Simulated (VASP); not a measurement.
# Br (Cmce) in VASP: further runs

Br is run at these levels: PBE; tasks: single point, relaxation of cell and atoms.

All numbers are computed with VASP 6.6.1; they aren't measurements. Logs are shortened: lines on timing, memory, paths and dates and some standing lists are left out, and cuts for length are marked.

### Step 1. The cell of the first run

The structure is orthorhombic, space group Cmce (No. 64). The conventional cell has a = 7.868 Å, b = 4.314 Å, c = 8.573 Å, α = 90.00°, β = 90.00°, γ = 90.00°. Within 3.2 Å of Br (site symmetry m) lie 3 Br at 2.40 to 3.11 Å.

### Step 2. Single point, PBE

INCAR reads:

```
  PREC = Accurate
  ENCUT = 520
  EDIFF = 1E-7
  ISMEAR = 0
  SIGMA = 0.1
  LREAL = False
  LASPH = True
  NELM = 80
  ALGO = Normal
  ISIF = 2
  LWAVE = False
  LCHARG = False
  GGA = PE
  NBANDS = 22
```

KPOINTS reads:

```
Automatic mesh
0
Gamma
  6 6 4
```

POSCAR reads:

```
Br
1.0
    3.9337825257     -2.1572216433      0.0000000000
    3.9337825257      2.1572216433      0.0000000000
    0.0000000000      0.0000000000      8.5733481658
Br
4
Direct
    0.1455997681      0.8544002319      0.1190580230
    0.6455997681      0.3544002319      0.3809419770
    0.8544002319      0.1455997681      0.8809419770
    0.3544002319      0.6455997681      0.6190580230
```

Potentials or basis: VASP PAW PBE potentials, release 64 (Br).

Run with:

```bash
$ cat potpaw_PBE.64/Br/POTCAR > POTCAR
$ mpirun -np 1 vasp_std > vasp.out
```

OUTCAR:

```text
PREC = Accurate
   ENCUT = 520
   EDIFF = 1E-7
   ISMEAR = 0
   LREAL = False
   LASPH = True
   NELM = 80
   ISIF = 2
   GGA = PE

 ion  position               nearest neighbor table
   1  0.146  0.854  0.119-   3 2.40
   2  0.646  0.354  0.381-   4 2.40
   3  0.854  0.146  0.881-   1 2.40
   4  0.354  0.646  0.619-   2 2.40

  LATTYP: Found a base centered orthorhombic cell.
 ALAT       =     4.3144432866
 B/A-ratio  =     1.8235411915
 C/A-ratio  =     1.9871273294

  Lattice vectors:

 A1 = (  -3.9337825257,  -2.1572216433,   0.0000000000)
 A2 = (   3.9337825257,  -2.1572216433,   0.0000000000)
 A3 = (   0.0000000000,   0.0000000000,   8.5733481658)

Analysis of symmetry for initial positions (statically):
=====================================================================
 Subroutine PRICEL returns:
 Original cell was already a primitive cell.

 Routine SETGRP: Setting up the symmetry group for a
 base centered orthorhombic supercell.

 Subroutine GETGRP returns: Found  8 space group operations
 (whereof  4 operations were pure point group operations)
 out of a pool of  8 trial point group operations.

The static configuration has the point symmetry C_2h.
 The point group associated with its full space group is D_2h.

Analysis of symmetry for dynamics (positions and initial velocities):
=====================================================================
 Subroutine PRICEL returns:
 Original cell was already a primitive cell.

 Routine SETGRP: Setting up the symmetry group for a
 base centered orthorhombic supercell.

 Subroutine GETGRP returns: Found  8 space group operations
 (whereof  4 operations were pure point group operations)
 out of a pool of  8 trial point group operations.

The dynamic configuration has the point symmetry C_2h.
 The point group associated with its full space group is D_2h.

 Subroutine INISYM returns: Found  8 space group operations
 (whereof  4 operations are pure point group operations),
 and found     1 'primitive' translations

----------------------------------------------------------------------------------------

                                     Primitive cell

  volume of cell :     145.5076

  direct lattice vectors                    reciprocal lattice vectors
     3.933782526 -2.157221643  0.000000000     0.127104129 -0.231779614  0.000000000
     3.933782526  2.157221643  0.000000000     0.127104129  0.231779614  0.000000000
     0.000000000  0.000000000  8.573348166     0.000000000  0.000000000  0.116640545

  length of vectors
     4.486451847  4.486451847  8.573348166     0.264343052  0.264343052  0.116640545

  position of ions in fractional coordinates (direct lattice)
     0.145599768  0.854400232  0.119058023
     0.645599768  0.354400232  0.380941977
     0.854400232  0.145599768  0.880941977
     0.354400232  0.645599768  0.619058023

  ion indices of the primitive-cell ions
   primitive index   ion index
                 1           1
                 2           2
                 3           3
                 4           4

----------------------------------------------------------------------------------------

 KPOINTS: Automatic mesh

Automatic generation of k-mesh.
 Grid dimensions read from file:
 generate k-points for:    6    6    4

 Generating k-lattice:

  Cartesian coordinates                     Fractional coordinates (reciprocal lattice)
     0.021184021 -0.038629936  0.000000000     0.166666667  0.000000000  0.000000000
     0.021184021  0.038629936  0.000000000     0.000000000  0.166666667  0.000000000
     0.000000000  0.000000000  0.029160136     0.000000000  0.000000000  0.250000000

  Length of vectors
     0.044057175  0.044057175  0.029160136

  Shift w.r.t. Gamma in fractional coordinates (k-lattice)
     0.000000000  0.000000000  0.000000000

 Subroutine IBZKPT returns following result:
 ===========================================

 Found     39 irreducible k-points:

 Following reciprocal coordinates:
            Coordinates               Weight
  0.000000  0.000000  0.000000      1.000000
  0.166667  0.000000  0.000000      4.000000
  0.333333  0.000000  0.000000      4.000000
  0.500000  0.000000  0.000000      2.000000
  0.166667  0.166667  0.000000      2.000000
  0.333333  0.166667  0.000000      4.000000
[... 16 lines left out ...]
  0.333333  0.333333  0.250000      4.000000
  0.500000  0.333333  0.250000      8.000000
 [... further k-points ...]
   k-points           NKPTS =     39   k-points in BZ     NKDIM =     39   number of bands    NBANDS=     22
   number of dos      NEDOS =    301   number of ions     NIONS =      4
   total plane-waves  NPLWV =  82944
   dimension x,y,z NGX =    36 NGY =   36 NGZ =   64
   dimension x,y,z NGXF=    72 NGYF=   72 NGZF=  128
   ions per type =               4
   NGX,Y,Z   is equivalent  to a cutoff of  13.34, 13.34, 12.41 a.u.
   NGXF,Y,Z  is equivalent  to a cutoff of  26.68, 26.68, 24.82 a.u.
 SYSTEM =  unknown system
   PREC   = accura    normal or accurate (medium, high low for compatibility)
   ISTART =      0    job   : 0-new  1-cont  2-samecut
   ICHARG =      2    charge: 1-file 2-atom 10-const
   ISPIN  =      1    spin polarized calculation?
   LNONCOLLINEAR =      F non collinear calculations
   LSORBIT =      F    spin-orbit coupling
   LASPH  =      T    aspherical Exc in radial PAW
   ENCUT  =  520.0 eV  38.22 Ry    6.18 a.u.   8.34  8.34 15.94*2*pi/ulx,y,z
   NELM   =     80;   NELMIN=  2; NELMDL= -5     # of ELM steps
   EDIFF  = 0.1E-06   stopping-criterion for ELM
   LREAL  =      F    real-space projection
   EDIFFG = 0.1E-05   stopping-criterion for IOM
   NSW    =      0    number of steps for IOM
   IBRION =     -1    ionic relax: 0-MD 1-quasi-New 2-CG
   NFREE  =      0    steps in history (QN), initial steepest desc. (CG)
   ISIF   =      2    stress and relaxation
   ISYM   =      2    0-nonsym 1-usesym 2-fastsym
   POTIM  = 0.5000    time-step for ionic-motion
   TEBEG  =    0.0;   TEEND  =   0.0 temperature during run
   PSTRESS=    0.0 pullay stress
   NELECT =      28.0000    total number of electrons
   NUPDOWN=      -1.0000    fix difference up-down
   EMIN   =  10.00;   EMAX   =-10.00  energy-range for DOS
   EFERMI =   0.00;   METHOD = LEGACY
   ISMEAR =     0;   SIGMA  =   0.10  broadening in eV -4-tet -1-fermi 0-gaus
   EFERMI_NEDOS =   21; number of points for ismear=-14 and -15
   IALGO  =     38    algorithm
   IMIX   =      4    mixing-type and parameters
     AMIX     =   0.40;   BMIX     =  1.00
     AMIX_MAG =   1.60;   BMIX_MAG =  1.00
  volume/ion in A,a.u.               =      36.38       245.48
  Fermi-wavevector in a.u.,A,eV,Ry     =   0.945146  1.786067 12.154102  0.893301
  Thomas-Fermi vector in A             =   2.073019
   LORBIT       =      0    0 simple, 1 ext, 2 COOP (PROOUT), +10 PAW based schemes
   GGA     = PE    functional components
   LHFCALC =     F    Hartree Fock is set to
   AEXX    =    0.0000 exact exchange contribution
   IVDW    =     0    specifies the selected vdW correction
   LEPSILON=     F    determine dielectric tensor
   LRPA    =     F    only Hartree local field effects (RPA)
 non-spin polarized calculation
 Gauss-broadening in eV      SIGMA  =   0.10
  energy-cutoff  :      520.00
  volume of cell :      145.51
 maximum number of plane-waves:      3933
 NGX is ok and might be reduce to    36
   NGX = 17   NGY = 17   NGZ = 31

 number of electron      28.0000003 magnetization

 Free energy of the ion-electron system (eV)
  ---------------------------------------------------
  ext. energy  EPLUGINS =         0.00000000
  ---------------------------------------------------
  free energy    TOTEN  =        -6.55695171 eV

  energy without entropy =       -6.55695171  energy(sigma->0) =       -6.55695171

 E-fermi :  -0.2593     XC(G=0):  -7.5100

 val. band max:       -0.7256525374   @ k =   0.0000   0.0000   0.0000
 cond. band min:       0.7165978266   @ k =   0.0000   0.0000   0.0000
 fundamental gap:      1.4422503640
 Fermi energy:        -0.2592741267

 k-point     1 :       0.0000    0.0000    0.0000
  band No.  band energies     occupation
      1     -16.3804      2.00000
      2     -15.7972      2.00000
      3     -14.2574      2.00000
      4     -13.2189      2.00000
      5      -5.5618      2.00000
      6      -4.3709      2.00000
[... 14 lines left out ...]
     21       8.9446      0.00000
     22       8.9728      0.00000

 k-point     2 :       0.1667    0.0000    0.0000
  band No.  band energies     occupation
      1     -16.3089      2.00000
      2     -15.7958      2.00000
      3     -14.1995      2.00000
      4     -13.3092      2.00000
      5      -5.5852      2.00000
      6      -4.6171      2.00000
[... 14 lines left out ...]
     21       8.2521      0.00000
     22       8.8219      0.00000

 k-point     3 :       0.3333    0.0000    0.0000
  band No.  band energies     occupation
      1     -16.1300      2.00000
      2     -15.8235      2.00000
      3     -14.0399      2.00000
      4     -13.5375      2.00000
      5      -5.6543      2.00000
      6      -5.1942      2.00000
[... 14 lines left out ...]
     21       8.5485      0.00000
     22       8.7988      0.00000
[... 476 lines left out ...]
 k-point    23 :       0.3333    0.3333    0.2500
  band No.  band energies     occupation
      1     -16.2557      2.00000
      2     -15.8711      2.00000
      3     -14.0302      2.00000
      4     -13.3438      2.00000
      5      -5.3760      2.00000
      6      -4.6542      2.00000
[... 14 lines left out ...]
     21       8.2298      0.00000
     22       8.3661      0.00000

 k-point    24 :       0.5000    0.3333    0.2500
  band No.  band energies     occupation
      1     -16.1864      2.00000
      2     -15.8515      2.00000
      3     -13.9988      2.00000
      4     -13.4195      2.00000
      5      -5.4261      2.00000
      6      -4.8379      2.00000
[... 14 lines left out ...]
     21       8.4039      0.00000
     22       8.6413      0.00000

 [... further k-points ...]

------------------------ aborting loop because EDIFF is reached ----------------------------------------

  FORCE on cell =-STRESS in cart. coord.  units (eV):
  Direction    XX          YY          ZZ          XY          YZ          ZX
  --------------------------------------------------------------------------------------
  -------------------------------------------------------------------------------------
  Total        0.2321434      0.0557638      0.2060756      0.0000000      0.0000000      0.0000000
  in kB        2.5561210      0.6140125      2.2690888      0.0000000      0.0000000      0.0000000
  external PRESSURE =       1.8130741 kB  Pullay stress =       0.0000000 kB

 VOLUME and BASIS-vectors are now :
 -----------------------------------------------------------------------------
  energy-cutoff  :      520.00
  volume of cell :      145.51
      direct lattice vectors                 reciprocal lattice vectors
     3.933782526 -2.157221643  0.000000000     0.127104129 -0.231779614  0.000000000
     3.933782526  2.157221643  0.000000000     0.127104129  0.231779614  0.000000000
     0.000000000  0.000000000  8.573348166     0.000000000  0.000000000  0.116640545

 POSITION                                       TOTAL-FORCE (eV/Angst)
 -----------------------------------------------------------------------------------
      3.93378      1.52904      1.02073         0.000000      0.013697     -0.041356
      3.93378     -0.62818      3.26595         0.000000      0.013697      0.041356
      3.93378     -1.52904      7.55262         0.000000     -0.013697      0.041356
      3.93378      0.62818      5.30740         0.000000     -0.013697     -0.041356
 -----------------------------------------------------------------------------------
    total drift:                               -0.000000     -0.000000     -0.000000

  FREE ENERGIE OF THE ION-ELECTRON SYSTEM (eV)
  ---------------------------------------------------
  free  energy   TOTEN  =        -6.5569517095 eV

  energy  without entropy=       -6.5569517095  energy(sigma->0) =       -6.55695171
```

Run time: 2.1 min. Hardware: 1 thread of Oxide Virtual Turin-like, shared host; peak memory 0.26 GiB.

Results:

| Property | Result |
| --- | --- |
| Free energy | -6.5570 eV |
| Pressure | 0.2 GPa |
| Largest force | 0.044 eV/Å |
| Band gap on the k mesh | 1.44 eV |

Forces on the atoms (eV/Å):
```
Br   0.000  0.014 -0.041
Br   0.000  0.014  0.041
Br   0.000 -0.014  0.041
Br   0.000 -0.014 -0.041
```

Caveat: this functional lacks dispersion, which holds the molecules together, so the pressure and a relaxed volume are unreliable. A k mesh can miss the band edges.

### Step 3. Relaxation of cell and atoms, PBE

This run uses another cell than the first one, of 32.57 Å³/atom.

INCAR reads:

```
PREC = Accurate
ENCUT = 600
EDIFF = 1E-6
ISMEAR = 0
SIGMA = 0.1
LREAL = False
LASPH = True
NELM = 80
ALGO = Normal
ISIF = 3
LWAVE = False
LCHARG = False
GGA = PE
IBRION = 2
NSW = 100
EDIFFG = -0.05
```

KPOINTS is that of step 2.

POSCAR reads:

```
Br
1.0
    3.3350000000     -2.2400000000      0.0000000000
    3.3350000000      2.2400000000      0.0000000000
    0.0000000000      0.0000000000      8.7200000000
Br
4
Direct
    0.1350000000      0.8650000000      0.1100000000
    0.6350000000      0.3650000000      0.3900000000
    0.8650000000      0.1350000000      0.8900000000
    0.3650000000      0.6350000000      0.6100000000
```

Potentials or basis: VASP PAW PBE potentials, release 64 (Br).

Run with:

```bash
$ cat potpaw_PBE.64/Br/POTCAR > POTCAR
$ mpirun -np 1 vasp_std > vasp.out
```

Wall time 11 min (1 thread of Oxide Virtual Turin-like, shared host); peak memory 0.27 GiB.

It converged, with:

| Property | Result |
| --- | --- |
| Free energy | -6.5623 eV |
| Relaxed volume | 38.70 Å³/atom |
| Relaxed cell | a = 4.632 Å, b = 4.632 Å, c = 8.670 Å, α = 90.00°, β = 90.00°, γ = 56.34° |
| Space group after relaxing (to 0.1 Å) | Cmce (No. 64) |
| Energy gained by relaxing | 60.6 meV/atom |
| Ionic steps | 11 |
| Pressure after relaxing | 0.0 GPa |
| Largest force after relaxing | 0.032 eV/Å |
| Band gap on the k mesh | 1.45 eV |

Forces on the atoms (eV/Å):
```
Br   0.000 -0.013  0.030
Br   0.000 -0.013 -0.030
Br   0.000  0.013 -0.030
Br   0.000  0.013  0.030
```

Stress tensor (GPa, compression positive):
```
 0.08  0.00  0.00
 0.00 -0.19  0.00
 0.00  0.00 -0.02
```

Step by step:
| step | energy change (eV) | largest force (eV/Å) | pressure (GPa) | volume (Å³) |
| --- | --- | --- | --- | --- |
| 1 | 0.0000 | 1.2131 | 2.89 | 130.28 |
| 2 | 0.0313 | 0.8286 | -2.25 | 141.64 |
| 3 | -0.1085 | 0.0987 | 0.08 | 135.16 |
| 4 | -0.1086 | 0.1082 | 0.13 | 135.03 |
| 5 | -0.1295 | 0.1023 | 0.11 | 136.03 |
| 6 | -0.1780 | 0.0901 | 0.13 | 138.92 |
| 7 | -0.2142 | 0.1293 | 0.56 | 144.16 |
| 8 | -0.2102 | 0.3600 | -0.67 | 150.76 |
| 9 | -0.2206 | 0.1441 | -0.01 | 146.96 |
| 10 | -0.2291 | 0.1012 | -0.03 | 148.94 |
| 11 | -0.2423 | 0.0325 | -0.04 | 154.81 |

Final structure:
```yaml
crystal:
  lattice:
    - [4.08320, -2.18648, 0.00000]
    - [4.08320, 2.18648, 0.00000]
    - [0.00000, 0.00000, 8.67029]
  atoms:
    - { symbol: Br, position: [0.14041, 0.85959, 0.11775] }
    - { symbol: Br, position: [0.64041, 0.35959, 0.38225] }
    - { symbol: Br, position: [0.85959, 0.14041, 0.88225] }
    - { symbol: Br, position: [0.35959, 0.64041, 0.61775] }
```

Levels at points of the mesh, in eV from the valence-band top:
| k point | band 10 | band 11 | band 12 | band 13 | band 14 | band 15 | band 16 | band 17 | band 18 |
| --- | --- | --- | --- | --- | --- | --- | --- | --- | --- |
| (0.00, 0.00, 0.00) | -1.72 | -1.26 | -0.61 | -0.39 | 0.00 | 1.45 | 2.22 | 5.46 | 6.59 |
| (0.50, 0.00, 0.00) | -2.09 | -1.09 | -1.09 | -0.56 | -0.56 | 2.37 | 2.37 | 6.99 | 6.99 |
| (0.50, 0.50, 0.00) | -1.94 | -1.31 | -1.30 | -0.42 | -0.05 | 1.47 | 2.16 | 7.23 | 7.84 |
| (0.00, 0.00, 0.50) | -1.81 | -1.00 | -1.00 | -0.26 | -0.26 | 1.69 | 1.69 | 6.10 | 6.10 |
| (0.50, 0.00, 0.50) | -2.14 | -0.60 | -0.60 | -0.08 | -0.08 | 1.90 | 1.90 | 7.26 | 7.26 |
| (0.50, 0.50, 0.50) | -1.89 | -1.03 | -1.03 | -0.58 | -0.58 | 1.70 | 1.70 | 8.19 | 8.19 |

Caveat: the volume moved by over 15 % at a fixed basis, so the end points are rough; this functional lacks dispersion, which holds the molecules together, so the pressure and a relaxed volume are unreliable; the relaxation stopped at a loose force limit of 0.05 eV/Å, so its end isn't a converged minimum. A k mesh can miss the band edges.
